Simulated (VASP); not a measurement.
The system is Al.

```
CELL_PARAMETERS angstrom
0.00000 2.81947 2.81947
2.81947 0.00000 2.81947
2.81947 2.81947 0.00000
ATOMIC_POSITIONS crystal
Al 0.12500 0.12500 0.12500
Al 0.87500 0.87500 0.87500
```

| Quantity | Value |
| --- | --- |
| Program | VASP 6.6.1 |
| Task | relaxation of cell and atoms |
| Functional | revPBE |
| Potentials or basis | VASP PAW PBE potentials, release 64 (Al) |
| Cutoff | 600 eV |
| k mesh | 10 × 10 × 10 |
| Occupations | fermi-dirac, width 0.1 eV |
| Spin | no spin polarisation |

At the start: pressure 12.9 GPa; volume 22.41 Å³/atom.

Q: How do energy, volume and symmetry change on relaxing?

A: Over 5 steps the energy falls by 190.1 meV/atom and the volume is 28.13 Å³/atom (+25.5 %); space group Fd-3m (No. 227, to 0.05 Å).

The path:
```tsv
step	energy change (eV)	largest force (eV/Å)	pressure (GPa)	volume (Å³)
1	0.0000	0.0000	12.93	44.83
2	-0.3766	0.0000	-0.82	57.62
3	-0.3802	0.0000	0.07	56.13
4	-0.3802	0.0000	-0.08	56.37
5	-0.3802	0.0000	-0.01	56.26
```

Final structure:
```xyz
2
Lattice="0.0000 3.0413 3.0413 3.0413 0.0000 3.0413 3.0413 3.0413 0.0000" Properties=species:S:1:pos:R:3 pbc="T T T"
Al    0.7603    0.7603    0.7603
Al    5.3222    5.3222    5.3222
```

Caveat: the volume moved by over 15 % at a fixed basis, so the end points are rough; the PAW data sets were made with another functional, which shifts forces and pressure a little.
